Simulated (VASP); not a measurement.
Crystal: CdS.

```xyz
2
Lattice="0.0000 2.8570 2.8570 2.8570 0.0000 2.8570 2.8570 2.8570 0.0000" Properties=species:S:1:pos:R:3 pbc="T T T"
Cd    0.0000    0.0000    0.0000
S     4.2854    4.2854    4.2854
```

Program: VASP 6.6.1. Alike in all runs: task single point; potentials or basis VASP PAW PBE potentials, release 64 (Cd, S); no spin polarisation; cell as given; k mesh 4 × 4 × 4; cutoff (eV) 520; smearing fermi-dirac 0.05 eV.

Q: Order these runs on this cell by their band gap on the k mesh, lowest first.
A. level PBEsol-based screened hybrid with 25 % exact exchange; share of exact exchange 0.25; screening parameter 0.207 1/Å
B. level BHLYP; share of exact exchange 0.5
C. level r2SCAN0; share of exact exchange 0.25

A: A (2.18 eV), C (3.31 eV), B (4.90 eV).

Caveats: all runs use coarse meshes.
